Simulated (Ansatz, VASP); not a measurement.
**One calculation of SnO2, two programs**

Contents of INCAR:

```
SYSTEM = SnO2
ALGO = Normal
EDIFF = 1E-8
ENCUT = 520
ISIF = 2
ISMEAR = -1
LASPH = .TRUE.
LCHARG = .FALSE.
LEFG = .TRUE.
LREAL = .FALSE.
LWAVE = .FALSE.
NBANDS = 35
NELM = 60
PREC = Accurate
SIGMA = 0.03
```

Contents of KPOINTS:

```
k-points
0
G
  4 4 6
  0 0 0
```

File POSCAR:

```
SnO2
1.0
    4.7373500000     -0.0473735000     -0.0473735000
   -0.0473735000      4.7373500000     -0.0473735000
   -0.0318640000     -0.0318640000      3.1864000000
Sn O
2 4
Direct
    0.0000000000      0.0000000000      0.0000000000
    0.5000000000      0.5000000000      0.5000000000
    0.3056200000      0.3056200000      0.0000000000
    0.1943800000      0.8056200000      0.5000000000
    0.6943800000      0.6943800000      0.0000000000
    0.8056200000      0.1943800000      0.5000000000
```

Input for Ansatz:

```yaml
crystal:
  lattice:
    - [4.73735, -0.0473735, -0.0473735]
    - [-0.0473735, 4.73735, -0.0473735]
    - [-0.031864, -0.031864, 3.1864]
  atoms:
    - { symbol: Sn, position: [0.0, 0.0, 0.0] }
    - { symbol: Sn, position: [0.5, 0.5, 0.5] }
    - { symbol: O, position: [0.30562, 0.30562, 0.0] }
    - { symbol: O, position: [0.19438, 0.80562, 0.5] }
    - { symbol: O, position: [0.69438, 0.69438, 0.0] }
    - { symbol: O, position: [0.80562, 0.19438, 0.5] }
kpoints:
  mp_grid: { grid: [4, 4, 6] }
scf:
  occupations: { method: fermi_dirac, width: 0.03 }
hamiltonian:
  xc: lda
  pseudopotentials: { kind: all_electron, datasets: crystal }
output:
  forces: true
  stress: true
  eigenvalues: true
  efg: { contact_densities: true }
```

Change from the starting cell: equal xy, yz and zx shear strains of -2 %, crystal datasets.

Alike in both runs: task electric field gradients; functional LDA; k mesh 4 × 4 × 6; occupations fermi-dirac, width 0.03 eV; no spin polarisation.

|  | VASP | Ansatz |
| --- | --- | --- |
| version | VASP 6.6.1 | Ansatz 0.2.0 |
| potentials or method | VASP PAW LDA potentials, release 64 (Sn_d, O), cutoff 520 eV | all-electron PAW with datasets made for the crystal, scalar-relativistic |

Ansatz gave:

```
gap on the k mesh at the Fermi level (eV)                     : 1.11
pressure (GPa)                                                : -0.6
traceless stress, the component that is largest in VASP (GPa) : 4.16
rms of the force components (eV/Å)                            : 0.086
size of Vzz on the site where it differs most (V/Å²)          : 77.0
```

Estimate VASP's values.

gap on the k mesh at the Fermi level (eV): 1.14; pressure (GPa): 0.3; traceless stress, the component that is largest in VASP (GPa): 4.20; rms of the force components (eV/Å): 0.087; size of Vzz on the site where it differs most (V/Å²): 84.3.

LDA's correlation is that of Perdew and Zunger in VASP and of Perdew and Wang (1992) in Ansatz. Atom by atom the forces differ by 0.011 eV/Å (rms over components). Ansatz ran all-electron here, and VASP with PAW potentials.
